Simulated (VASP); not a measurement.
Write the native input for VASP 6.6.1 that does the following.

```yaml
Task: single point
Functional: LDA
Potentials_or_basis: VASP PAW LDA potentials, release 64 (Sc_sv)
Cutoff: 520 eV
k_mesh: 18 × 18 × 10
Occupations: gaussian, width 0.15 eV
Spin: no spin polarisation
Dipole_correction: no
Further_INCAR_settings: ALGO = Fast; EDIFF = 1e-06; NBANDS = 18
```

The structure of Sc lies in POSCAR:

```
Sc
1.0
    3.3087978973      0.0000000000      0.0000000000
   -1.6543989486      2.8655030350      0.0000000000
    0.0000000000      0.0000000000      5.3470200000
Sc
2
Direct
    0.3333333333      0.6666666667      0.2500000000
    0.6666666667      0.3333333333      0.7500000000
```

This cell differs from its parent crystal: strain +0.0150 x Voigt [0, 0, 1, 0, 0, 0].

These files were run (other wordings do the same):

INCAR

```
PREC = Accurate
ENCUT = 520
EDIFF = 1E-6
ISMEAR = 0
SIGMA = 0.15
LREAL = F
LASPH = T
NELM = 60
ALGO = Fast
ISIF = 2
LWAVE = F
LCHARG = F
NBANDS = 18
```

KPOINTS

```
regular mesh
0
Gamma
  18 18 10
```

Potentials or basis: VASP PAW LDA potentials, release 64 (Sc_sv).

The run is started by

```console
$ cat potpaw_LDA.64/Sc_sv/POTCAR > POTCAR
$ mpirun -np 1 vasp_std > vasp.out
```

It gave:

```
Pressure               : -5.8 GPa
Band gap on the k mesh : zero (band 11 reaches 4.10 eV, above the bottom of band 12 at 2.85 eV)
```

Caveat: the cell differs from its parent crystal (strain +0.0150 x Voigt [0, 0, 1, 0, 0, 0]).

Run time: 5.2 min on 1 thread of Intel(R) Xeon(R) Platinum 8259CL CPU @ 2.50GHz (Skylake/Cascade Lake), on a shared host, peak memory 0.28 GiB.
